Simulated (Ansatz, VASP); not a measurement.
# NbH2 in VASP and in Ansatz

File INCAR:

```
SYSTEM = NbH2
PREC = Accurate ; ENCUT = 520
EDIFF = 1E-7 ; ISMEAR = -1
SIGMA = 0.03 ; LREAL = .False.
LASPH = .True. ; NELM = 100
ALGO = Normal ; ISIF = 2
LWAVE = .False. ; LCHARG = .False.
GGA = CA ; NBANDS = 14
```

KPOINTS

```
regular mesh
0
Gamma
  15 15 15
  0 0 0
```

POSCAR

```
NbH2
1.0
    0.0000000000      2.2661874581      2.2661874581
    2.2661874581      0.0000000000      2.2661874581
    2.2661874581      2.2661874581      0.0000000000
Nb H
1 2
Direct
    0.0000000000      0.0000000000      0.0000000000
    0.2500000000      0.2500000000      0.2500000000
    0.7500000000      0.7500000000      0.7500000000
```

Input for Ansatz:

```yaml
crystal:
  lattice:
    - [0.0, 2.2661874581, 2.2661874581]
    - [2.2661874581, 0.0, 2.2661874581]
    - [2.2661874581, 2.2661874581, 0.0]
  atoms:
    - { symbol: Nb, position: [0.0, 0.0, 0.0] }
    - { symbol: H, position: [0.25, 0.25, 0.25] }
    - { symbol: H, position: [0.75, 0.75, 0.75] }
kpoints:
  mp_grid: { grid: [15, 15, 15] }
  band_path:
    path:
      - [0.0, 0.0, 0.0]
      - [0.5, 0.0, 0.5]
      - [0.625, 0.25, 0.625]
      - [0.375, 0.375, 0.75]
      - [0.0, 0.0, 0.0]
      - [0.5, 0.5, 0.5]
      - [0.5, 0.25, 0.75]
      - [0.5, 0.0, 0.5]
    npoints: 5
scf:
  occupations: { method: fermi_dirac, width: 0.03 }
hamiltonian:
  xc: lda
  pseudopotentials: { kind: all_electron, lapw: { basis_error: 0.001 } }
output:
  forces: true
  stress: true
  eigenvalues: true
```

Change from the starting cell: volume scaled by 0.98.

Alike in both runs: task single point; functional LDA; k mesh 15 × 15 × 15; occupations fermi-dirac, width 0.03 eV; no spin polarisation.

|  | VASP | Ansatz |
| --- | --- | --- |
| version | VASP 6.6.1 | Ansatz 0.2.0 |
| potentials or method | VASP PAW LDA potentials, release 64 (Nb_sv, H), cutoff 520 eV | all-electron LAPW, scalar-relativistic |

|  | VASP | Ansatz | Ansatz less VASP |
| --- | --- | --- | --- |
| pressure (GPa) | -4.8 | -4.7 | +0.14 |

LDA's correlation is that of Perdew and Zunger in VASP and of Perdew and Wang (1992) in Ansatz. Ansatz ran all-electron here, and VASP with PAW potentials.
